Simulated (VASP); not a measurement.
# W (Im-3m) in VASP: notebook

Aim: see how the results for W move with the level of theory and the settings. Levels: BLYP+D4, SVWN5. Tasks: single point.

Program: VASP 6.6.1. These are calculated values, not measurements. Logs are shortened: lines on timing, memory, paths and dates and some standing lists are left out, and cuts for length are marked.

**1. The cell of the first run**

It takes space group Im-3m (No. 229, cubic). The conventional cell has a = 3.165 Å, b = 3.165 Å, c = 3.165 Å, α = 90.00°, β = 90.00°, γ = 90.00°. W (site symmetry m-3m) has 14 W at 2.74 to 3.16 Å within 3.6 Å.

**2. Single point, BLYP+D4**

Input file INCAR:

```
SYSTEM = W
PREC = Accurate
ENCUT = 520
EDIFF = 1E-6
ISMEAR = -1
SIGMA = 0.05
LREAL = .FALSE.
LASPH = .TRUE.
NELM = 100
ALGO = Normal
ISIF = 2
LWAVE = .FALSE.
LCHARG = .FALSE.
GGA = B5
ALDAX = 1.0
AGGAX = 1.0
AGGAC = 1.0
ALDAC = 0.0
IVDW = 13
VDW_S6 = 1.0
VDW_S8 = 2.34076671
VDW_A1 = 0.44488865
VDW_A2 = 4.0933009
NBANDS = 13
```

Input file KPOINTS:

```
Automatic mesh
0
G
  12 12 12
  0 0 0
```

Input file POSCAR:

```
W
1.0
   -1.5823450000      1.5823450000      1.5823450000
    1.5823450000     -1.5823450000      1.5823450000
    1.5823450000      1.5823450000     -1.5823450000
W
1
Direct
    0.0000000000      0.0000000000      0.0000000000
```

Potentials or basis: VASP PAW PBE potentials, release 64 (W_sv).

Command:

```console
cat potpaw_PBE.64/W_sv/POTCAR > POTCAR
mpirun -np 1 vasp_std > vasp.out
```

OUTCAR:

```text
SYSTEM = W
   PREC = Accurate
   ENCUT = 520
   EDIFF = 1E-6
   ISMEAR = -1
   LREAL = .FALSE.
   LASPH = .TRUE.
   NELM = 100
   ISIF = 2
   GGA = B5
   IVDW = 13

 ion  position               nearest neighbor table
   1  0.000  0.000  0.000-

  LATTYP: Found a body centered cubic cell.
 ALAT       =     3.1646900000

  Lattice vectors:

 A1 = (  -1.5823450000,   1.5823450000,   1.5823450000)
 A2 = (   1.5823450000,  -1.5823450000,   1.5823450000)
 A3 = (   1.5823450000,   1.5823450000,  -1.5823450000)

Analysis of symmetry for initial positions (statically):
=====================================================================
 Subroutine PRICEL returns:
 Original cell was already a primitive cell.

 Routine SETGRP: Setting up the symmetry group for a
 body centered cubic supercell.

 Subroutine GETGRP returns: Found 48 space group operations
 (whereof 48 operations were pure point group operations)
 out of a pool of 48 trial point group operations.

The static configuration has the point symmetry O_h .

Analysis of symmetry for dynamics (positions and initial velocities):
=====================================================================
 Subroutine PRICEL returns:
 Original cell was already a primitive cell.

 Routine SETGRP: Setting up the symmetry group for a
 body centered cubic supercell.

 Subroutine GETGRP returns: Found 48 space group operations
 (whereof 48 operations were pure point group operations)
 out of a pool of 48 trial point group operations.

The dynamic configuration has the point symmetry O_h .

 Subroutine INISYM returns: Found 48 space group operations
 (whereof 48 operations are pure point group operations),
 and found     1 'primitive' translations

----------------------------------------------------------------------------------------

                                     Primitive cell

  volume of cell :      15.8476

  direct lattice vectors                    reciprocal lattice vectors
    -1.582345000  1.582345000  1.582345000     0.000000000  0.315986716  0.315986716
     1.582345000 -1.582345000  1.582345000     0.315986716  0.000000000  0.315986716
     1.582345000  1.582345000 -1.582345000     0.315986716  0.315986716  0.000000000

  length of vectors
     2.740701935  2.740701935  2.740701935     0.446872699  0.446872699  0.446872699

  position of ions in fractional coordinates (direct lattice)
     0.000000000  0.000000000  0.000000000

  ion indices of the primitive-cell ions
   primitive index   ion index
                 1           1

----------------------------------------------------------------------------------------

 KPOINTS: Automatic mesh

Automatic generation of k-mesh.
 Grid dimensions read from file:
 generate k-points for:   12   12   12

 Generating k-lattice:

  Cartesian coordinates                     Fractional coordinates (reciprocal lattice)
     0.000000000  0.026332226  0.026332226     0.083333333  0.000000000  0.000000000
     0.026332226  0.000000000  0.026332226     0.000000000  0.083333333  0.000000000
     0.026332226  0.026332226  0.000000000     0.000000000  0.000000000  0.083333333

  Length of vectors
     0.037239392  0.037239392  0.037239392

  Shift w.r.t. Gamma in fractional coordinates (k-lattice)
     0.000000000  0.000000000  0.000000000

 Subroutine IBZKPT returns following result:
 ===========================================

 Found     72 irreducible k-points:

 Following reciprocal coordinates:
            Coordinates               Weight
  0.000000  0.000000  0.000000      1.000000
  0.083333  0.000000  0.000000     12.000000
  0.166667  0.000000  0.000000     12.000000
  0.250000  0.000000  0.000000     12.000000
  0.333333  0.000000  0.000000     12.000000
  0.416667  0.000000  0.000000     12.000000
[... 16 lines left out ...]
  0.333333  0.083333  0.083333     24.000000
  0.416667  0.083333  0.083333     12.000000
 [... further k-points ...]
   k-points           NKPTS =     72   k-points in BZ     NKDIM =     72   number of bands    NBANDS=     13
   number of dos      NEDOS =    301   number of ions     NIONS =      1
   total plane-waves  NPLWV =   8000
   dimension x,y,z NGX =    20 NGY =   20 NGZ =   20
   dimension x,y,z NGXF=    40 NGYF=   40 NGZF=   40
   ions per type =               1
   NGX,Y,Z   is equivalent  to a cutoff of  12.13, 12.13, 12.13 a.u.
   NGXF,Y,Z  is equivalent  to a cutoff of  24.26, 24.26, 24.26 a.u.
 SYSTEM =  W
   PREC   = accura    normal or accurate (medium, high low for compatibility)
   ISTART =      0    job   : 0-new  1-cont  2-samecut
   ICHARG =      2    charge: 1-file 2-atom 10-const
   ISPIN  =      1    spin polarized calculation?
   LNONCOLLINEAR =      F non collinear calculations
   LSORBIT =      F    spin-orbit coupling
   LASPH  =      T    aspherical Exc in radial PAW
   ENCUT  =  520.0 eV  38.22 Ry    6.18 a.u.   5.10  5.10  5.10*2*pi/ulx,y,z
   NELM   =    100;   NELMIN=  2; NELMDL= -5     # of ELM steps
   EDIFF  = 0.1E-05   stopping-criterion for ELM
   LREAL  =      F    real-space projection
   EDIFFG = 0.1E-04   stopping-criterion for IOM
   NSW    =      0    number of steps for IOM
   IBRION =     -1    ionic relax: 0-MD 1-quasi-New 2-CG
   NFREE  =      0    steps in history (QN), initial steepest desc. (CG)
   ISIF   =      2    stress and relaxation
   ISYM   =      2    0-nonsym 1-usesym 2-fastsym
   POTIM  = 0.5000    time-step for ionic-motion
   TEBEG  =    0.0;   TEEND  =   0.0 temperature during run
   PSTRESS=    0.0 pullay stress
   NELECT =      14.0000    total number of electrons
   NUPDOWN=      -1.0000    fix difference up-down
   EMIN   =  10.00;   EMAX   =-10.00  energy-range for DOS
   EFERMI =   0.00;   METHOD = LEGACY
   ISMEAR =    -1;   SIGMA  =   0.05  broadening in eV -4-tet -1-fermi 0-gaus
   EFERMI_NEDOS =   21; number of points for ismear=-14 and -15
   IALGO  =     38    algorithm
   IMIX   =      4    mixing-type and parameters
     AMIX     =   0.40;   BMIX     =  1.00
     AMIX_MAG =   1.60;   BMIX_MAG =  1.00
  volume/ion in A,a.u.               =      15.85       106.94
  Fermi-wavevector in a.u.,A,eV,Ry     =   1.570832  2.968442 33.572544  2.467512
  Thomas-Fermi vector in A             =   2.672506
   LORBIT       =      0    0 simple, 1 ext, 2 COOP (PROOUT), +10 PAW based schemes
   GGA     = B5    functional components
   LHFCALC =     F    Hartree Fock is set to
   AEXX    =    0.0000 exact exchange contribution
   IVDW    =    13    specifies the selected vdW correction
   LEPSILON=     F    determine dielectric tensor
   LRPA    =     F    only Hartree local field effects (RPA)
 non-spin polarized calculation
  energy-cutoff  :      520.00
  volume of cell :       15.85
 maximum number of plane-waves:       438
   NGX = 11   NGY = 11   NGZ = 11

 number of electron      14.0000004 magnetization

 Free energy of the ion-electron system (eV)
  ---------------------------------------------------
  ext. energy  EPLUGINS =         0.00000000
  ---------------------------------------------------
  free energy    TOTEN  =       -11.23629673 eV

  energy without entropy =      -11.23198342  energy(sigma->0) =      -11.23414007

 E-fermi :  12.0087     XC(G=0): -12.9895

 val. band max:       11.9813843973   @ k =   0.1667   0.0000   0.0000
 cond. band min:      12.0346876752   @ k =   0.4167   0.0000   0.0000
 fundamental gap:      0.0533032779
 Fermi energy:        12.0087453362

 k-point     1 :       0.0000    0.0000    0.0000
  band No.  band energies     occupation
      1     -61.7296      2.00000
      2     -25.5579      2.00000
      3     -25.5579      2.00000
      4     -25.5579      2.00000
      5       2.5870      2.00000
      6      10.7075      2.00000
      7      10.7075      2.00000
      8      10.7075      2.00000
      9      14.2282      0.00000
     10      14.2282      0.00000
     11      26.7140      0.00000
     12      26.7140      0.00000
     13      26.7140      0.00000

 k-point     2 :       0.0833    0.0000    0.0000
  band No.  band energies     occupation
      1     -61.7204      2.00000
      2     -25.6531      2.00000
      3     -25.5877      2.00000
      4     -25.5584      2.00000
      5       2.9221      2.00000
      6      10.5106      2.00000
      7      10.6617      2.00000
      8      11.0322      2.00000
      9      13.9324      0.00000
     10      14.2316      0.00000
     11      26.9876      0.00000
     12      27.2787      0.00000
     13      27.4994      0.00000

 k-point     3 :       0.1667    0.0000    0.0000
  band No.  band energies     occupation
      1     -61.6950      2.00000
      2     -25.9072      2.00000
      3     -25.6683      2.00000
      4     -25.5596      2.00000
      5       3.8346      2.00000
      6      10.0149      2.00000
      7      10.4375      2.00000
      8      11.9814      1.26698
      9      13.5333      0.00000
     10      14.2731      0.00000
     11      27.4477      0.00000
     12      28.8695      0.00000
     13      29.0277      0.00000
[... 305 lines left out ...]
 k-point    23 :       0.3333    0.0833    0.0833
  band No.  band energies     occupation
      1     -61.5960      2.00000
      2     -26.7299      2.00000
      3     -26.0043      2.00000
      4     -25.6509      2.00000
      5       6.5196      2.00000
      6       8.4783      2.00000
      7      11.1087      2.00000
      8      14.3222      0.00000
      9      14.9888      0.00000
     10      18.6057      0.00000
     11      23.1327      0.00000
     12      24.9160      0.00000
     13      28.7306      0.00000

 k-point    24 :       0.4167    0.0833    0.0833
  band No.  band energies     occupation
      1     -61.5876      2.00000
      2     -26.7858      2.00000
      3     -26.0468      2.00000
      4     -25.6534      2.00000
      5       6.4721      2.00000
      6       8.3808      2.00000
      7      11.9537      1.50081
      8      14.3433      0.00000
      9      15.0971      0.00000
     10      19.4343      0.00000
     11      21.9592      0.00000
     12      24.4528      0.00000
     13      28.1990      0.00000

 [... further k-points ...]

------------------------ aborting loop because EDIFF is reached ----------------------------------------

  DFT-D4 for vdW energy calculation

  Edisp (eV):   -1.35753

  FORCE on cell =-STRESS in cart. coord.  units (eV):
  Direction    XX          YY          ZZ          XY          YZ          ZX
  --------------------------------------------------------------------------------------
  -------------------------------------------------------------------------------------
  Total       0.37368     0.37368     0.37368     0.00000    -0.00000     0.00000
  in kB      37.77904    37.77904    37.77904     0.00000    -0.00000     0.00000
  external pressure =       37.78 kB  Pullay stress =        0.00 kB

 VOLUME and BASIS-vectors are now :
 -----------------------------------------------------------------------------
  energy-cutoff  :      520.00
  volume of cell :       15.85
      direct lattice vectors                 reciprocal lattice vectors
    -1.582345000  1.582345000  1.582345000     0.000000000  0.315986716  0.315986716
     1.582345000 -1.582345000  1.582345000     0.315986716  0.000000000  0.315986716
     1.582345000  1.582345000 -1.582345000     0.315986716  0.315986716  0.000000000

 POSITION                                       TOTAL-FORCE (eV/Angst)
 -----------------------------------------------------------------------------------
      0.00000      0.00000      0.00000         0.000000      0.000000      0.000000
 -----------------------------------------------------------------------------------
    total drift:                                0.000000     -0.000000     -0.000000

  FREE ENERGIE OF THE ION-ELECTRON SYSTEM (eV)
  ---------------------------------------------------
  free  energy   TOTEN  =       -12.5938240392 eV

  energy  without entropy=      -12.5895107237  energy(sigma->0) =      -12.59166738
```

Run time: 14 s. Hardware: 1 thread of AMD EPYC 7R43 (Zen 3), shared host; peak memory 0.1 GiB.

What came out:

```yaml
Free_energy: -12.5938 eV
Pressure: 3.8 GPa
Band_gap_on_the_k_mesh: zero (band 7 reaches 17.09 eV, above the bottom of band 8 at 10.71 eV)
Dispersion_energy_per_atom: -1.358 eV
```

Levels at points of the mesh, in eV from the Fermi level:
```csv
k point,band 4,band 5,band 6,band 7,band 8,band 9,band 10,band 11
"(0.00, 0.00, 0.00)",-37.57,-9.42,-1.30,-1.30,-1.30,2.22,2.22,14.71
"(0.50, 0.00, 0.00)",-37.57,-6.20,-3.60,0.99,2.09,3.05,6.06,11.09
"(0.50, 0.50, 0.50)",-38.49,-5.78,-5.78,5.08,5.08,5.08,8.47,8.47
```

Caveat: the PAW data sets were made with another functional, which shifts forces and pressure a little; spin-orbit coupling is left out, which moves the levels of the heavy elements; pairwise dispersion overbinds metals, which lowers pressure and volume.

**3. Single point, BLYP+D4**

This run uses another cell than the first one, of 16.16 Å³/atom, 1.020 times its volume.

Input file INCAR:

```
PREC = Accurate
ENCUT = 520
EDIFF = 1E-6
ISMEAR = -1
SIGMA = 0.05
LREAL = False
LASPH = True
NELM = 60
ALGO = Fast
ISIF = 2
LWAVE = False
LCHARG = False
GGA = B5
ALDAX = 1.0
AGGAX = 1.0
AGGAC = 1.0
ALDAC = 0.0
IVDW = 13
VDW_S6 = 1.0
VDW_S8 = 2.34076671
VDW_A1 = 0.44488865
VDW_A2 = 4.0933009
NBANDS = 13
```

Input file KPOINTS:

```
regular mesh
0
Gamma
  12 12 12
```

Input file POSCAR:

```
W
1.0
   -1.5928244114      1.5928244114      1.5928244114
    1.5928244114     -1.5928244114      1.5928244114
    1.5928244114      1.5928244114     -1.5928244114
W
1
Direct
    0.0000000000      0.0000000000      0.0000000000
```

Potentials or basis: VASP PAW PBE potentials, release 64 (W_sv).

Command:

```console
cat potpaw_PBE.64/W_sv/POTCAR > POTCAR
mpirun -np 1 vasp_std > vasp.out
```

Wall time 23 s (1 thread of AMD EPYC 7R43 (Zen 3), shared host); peak memory 0.11 GiB.

The run converged. Its results:

| Property | Result |
| --- | --- |
| Free energy | -12.5954 eV |
| Pressure | -2.2 GPa |
| Band gap on the k mesh | zero (band 7 reaches 16.66 eV, above the bottom of band 8 at 10.45 eV) |
| Dispersion energy per atom | -1.331 eV |

Levels at points of the mesh, in eV from the Fermi level:
```tsv
k point	band 4	band 5	band 6	band 7	band 8	band 9	band 10	band 11
(0.00, 0.00, 0.00)	-37.60	-9.29	-1.25	-1.25	-1.25	2.19	2.19	14.68
(0.50, 0.00, 0.00)	-37.60	-6.05	-3.49	0.94	2.05	2.99	5.90	10.79
(0.50, 0.50, 0.50)	-38.47	-5.60	-5.60	4.96	4.96	4.96	8.33	8.33
```

Caveat: the PAW data sets were made with another functional, which shifts forces and pressure a little; spin-orbit coupling is left out, which moves the levels of the heavy elements; pairwise dispersion overbinds metals, which lowers pressure and volume.

**4. Single point, SVWN5**

This run uses another cell than the first one, of 15.53 Å³/atom, 0.980 times its volume.

Input file INCAR:

```
PREC     = Accurate       # precision mode
ENCUT    = 520            # plane-wave cutoff, eV
EDIFF    = 1E-6           # SCF threshold, eV
ISMEAR   = -1             # smearing method
SIGMA    = 0.05           # smearing width, eV
LREAL    = False          # projectors in reciprocal space
LASPH    = True           # aspherical terms in the spheres
NELM     = 100            # most SCF steps
ALGO     = Normal         # electronic algorithm
ISIF     = 2              # what is computed and relaxed
LWAVE    = False          # write WAVECAR
LCHARG   = False          # write CHGCAR
GGA      = VW             # functional
NBANDS   = 13             # bands
```

Input file KPOINTS:

```
Automatic mesh
0
Gamma
  12 12 12
```

Input file POSCAR:

```
W
1.0
   -1.5717249149      1.5717249149      1.5717249149
    1.5717249149     -1.5717249149      1.5717249149
    1.5717249149      1.5717249149     -1.5717249149
W
1
Direct
    0.0000000000      0.0000000000      0.0000000000
```

Command:

```console
cat potpaw_PBE.64/W_sv/POTCAR > POTCAR
mpirun -np 1 vasp_std > vasp.out
```

Run time: 8.6 s. Hardware: 1 thread of AMD EPYC 7R43 (Zen 3), shared host; peak memory 0.09 GiB.

It converged, with:

```yaml
Free_energy: -14.1499 eV
Pressure: -2.2 GPa
Band_gap_on_the_k_mesh: zero (band 7 reaches 16.68 eV, above the bottom of band 8 at 10.10 eV)
```

Levels at points of the mesh, in eV from the Fermi level:
| k point | band 4 | band 5 | band 6 | band 7 | band 8 | band 9 | band 10 | band 11 |
| --- | --- | --- | --- | --- | --- | --- | --- | --- |
| (0.00, 0.00, 0.00) | -37.61 | -9.68 | -1.25 | -1.25 | -1.25 | 2.28 | 2.28 | 14.74 |
| (0.50, 0.00, 0.00) | -37.62 | -6.36 | -3.64 | 0.91 | 2.19 | 3.18 | 6.36 | 11.41 |
| (0.50, 0.50, 0.50) | -38.57 | -5.97 | -5.97 | 5.34 | 5.34 | 5.34 | 8.54 | 8.54 |

Caveat: the PAW data sets were made with another functional, which shifts forces and pressure a little; spin-orbit coupling is left out, which moves the levels of the heavy elements.

**5. Single point, SVWN5**

Input file INCAR:

```
ALGO     = Normal         # electronic algorithm
EDIFF    = 1E-7           # SCF threshold, eV
ENCUT    = 520            # plane-wave cutoff, eV
GGA      = VW             # functional
ISIF     = 2              # what is computed and relaxed
ISMEAR   = -1             # smearing method
LASPH    = True           # aspherical terms in the spheres
LCHARG   = False          # write CHGCAR
LREAL    = False          # projectors in reciprocal space
LWAVE    = False          # write WAVECAR
NBANDS   = 13             # bands
NELM     = 60             # most SCF steps
PREC     = Accurate       # precision mode
SIGMA    = 0.05           # smearing width, eV
```

Input file KPOINTS:

```
k-points
0
Gamma
  12 12 12
```

Input file POSCAR:

```
W
1.0
   -1.5823450000      1.5823450000      1.5823450000
    1.5823450000     -1.5823450000      1.5823450000
    1.5823450000      1.5823450000     -1.5823450000
W
1
Direct
    0.0000000000      0.0000000000      0.0000000000
```

Command:

```console
cat potpaw_PBE.64/W_sv/POTCAR > POTCAR
mpirun -np 1 vasp_std > vasp.out
```

Run time: 9.5 s. Hardware: 1 thread of AMD EPYC 7R43 (Zen 3), shared host; peak memory 0.09 GiB.

Results (log left out):

```yaml
Free_energy: -14.1395 eV
Pressure: -8.5 GPa
Band_gap_on_the_k_mesh: zero (band 7 reaches 16.24 eV, above the bottom of band 8 at 9.84 eV)
```

Levels at points of the mesh, in eV from the Fermi level:
| k point | band 4 | band 5 | band 6 | band 7 | band 8 | band 9 | band 10 | band 11 |
| --- | --- | --- | --- | --- | --- | --- | --- | --- |
| (0.00, 0.00, 0.00) | -37.65 | -9.55 | -1.19 | -1.19 | -1.19 | 2.25 | 2.25 | 14.72 |
| (0.50, 0.00, 0.00) | -37.65 | -6.21 | -3.52 | 0.86 | 2.15 | 3.11 | 6.20 | 11.09 |
| (0.50, 0.50, 0.50) | -38.55 | -5.78 | -5.78 | 5.21 | 5.21 | 5.21 | 8.40 | 8.40 |

Caveat: the PAW data sets were made with another functional, which shifts forces and pressure a little; spin-orbit coupling is left out, which moves the levels of the heavy elements.

**6. Overview**

```csv
level,cell,gap on the mesh (eV),pressure (GPa)
BLYP+D4,"a = 2.741 Å, angles 109.5°, 1 atom",none,3.8
BLYP+D4,"a = 2.759 Å, angles 109.5°, 1 atom",none,-2.2
SVWN5,"a = 2.722 Å, angles 109.5°, 1 atom",none,-2.2
SVWN5,"a = 2.741 Å, angles 109.5°, 1 atom",none,-8.5
```

Alike in all rows: task single point; potentials or basis VASP PAW PBE potentials, release 64 (W_sv); no spin polarisation; k mesh 12 × 12 × 12; cutoff (eV) 520; smearing fermi-dirac 0.05 eV.

Caveats: the PAW data sets were made with another functional, which shifts forces and pressure a little; spin-orbit coupling is left out, which moves the levels of the heavy elements; pairwise dispersion overbinds metals, which lowers pressure and volume (some runs).

Absolute energies hang on the potentials; compare differences alone.
